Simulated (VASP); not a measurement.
Wanted: the native input for a VASP 6.6.1 run.

```
Task                   : single point
Functional             : r2SCAN
Dispersion             : rVV10
Potentials or basis    : VASP PAW PBE potentials, release 64 (Cu, O)
Cutoff                 : 660 eV
k mesh                 : 6 × 6 × 6
Occupations            : fermi-dirac, width 0.03 eV
Spin                   : no spin polarisation
Dipole correction      : no
Further INCAR settings : ALGO = Normal; EDIFF = 1e-06; NBANDS = 37
```

Cu2O:

```
Cu O
1.0
     4.22932    0.00000    0.00000
     0.00000    4.22932    0.00000
     0.00000    0.00000    4.22932
Cu O
4 2
Direct
  0.25000 0.25000 0.75000
  0.75000 0.25000 0.25000
  0.25000 0.75000 0.25000
  0.75000 0.75000 0.75000
  0.50000 0.50000 0.50000
  0.00000 0.00000 0.00000
```

These files were run (other wordings do the same):

POSCAR

```
Cu2O
1.0
    4.2293227159      0.0000000000      0.0000000000
    0.0000000000      4.2293227159      0.0000000000
    0.0000000000      0.0000000000      4.2293227159
Cu O
4 2
Direct
    0.2500000000      0.2500000000      0.7500000000
    0.7500000000      0.2500000000      0.2500000000
    0.2500000000      0.7500000000      0.2500000000
    0.7500000000      0.7500000000      0.7500000000
    0.5000000000      0.5000000000      0.5000000000
    0.0000000000      0.0000000000      0.0000000000
```

INCAR.step1

```
SYSTEM = Cu2O
PREC     = Accurate       ! precision mode
ENCUT    = 660            ! plane-wave cutoff, eV
ISMEAR   = -1             ! smearing method
SIGMA    = 0.03           ! smearing width, eV
LREAL    = .False.        ! projectors in reciprocal space
LASPH    = .True.         ! aspherical terms in the spheres
NELM     = 120            ! most SCF steps
NBANDS   = 37             ! bands
GGA      = PE             ! functional
ALGO     = Normal         ! electronic algorithm
EDIFF    = 1E-5           ! SCF threshold, eV
LWAVE    = .True.         ! write WAVECAR
LCHARG   = .False.        ! write CHGCAR
GGA_COMPAT= .False.
```

INCAR.step2

```
SYSTEM = Cu2O
PREC     = Accurate       ! precision mode
ENCUT    = 660            ! plane-wave cutoff, eV
EDIFF    = 1E-6           ! SCF threshold, eV
ISMEAR   = -1             ! smearing method
SIGMA    = 0.03           ! smearing width, eV
LREAL    = .False.        ! projectors in reciprocal space
LASPH    = .True.         ! aspherical terms in the spheres
NELM     = 120            ! most SCF steps
ALGO     = Normal         ! electronic algorithm
ISIF     = 2              ! what is computed and relaxed
LWAVE    = .False.        ! write WAVECAR
LCHARG   = .False.        ! write CHGCAR
METAGGA  = R2SCAN         ! meta-GGA
LMIXTAU  = .True.       
LUSE_VDW = .True.       
IVDW_NL  = 2            
BPARAM   = 11.95        
CPARAM   = 0.0093       
NBANDS   = 37             ! bands
ISTART   = 1            
GGA_COMPAT= .False.
```

KPOINTS

```
regular mesh
0
Gamma
  6 6 6
  0 0 0
```

Potentials or basis: VASP PAW PBE potentials, release 64 (Cu, O).

The run is started by

```sh
$ cat potpaw_PBE.64/Cu/POTCAR potpaw_PBE.64/O/POTCAR > POTCAR
$ cp INCAR.step1 INCAR
$ mpirun -np 1 vasp_std > vasp.out
$ cp INCAR.step2 INCAR
$ mpirun -np 1 vasp_std > vasp.out
```

Results of the run:

```yaml
Pressure: 1.0 GPa
Band_gap_on_the_k_mesh: 0.81 eV, direct
```

Caveat: the PAW data sets were made with another functional, which shifts forces and pressure a little.

Wall time 2.2 min on 1 thread of Intel(R) Xeon(R) 6975P-C (Granite Rapids), on a shared host, peak memory 0.42 GiB.
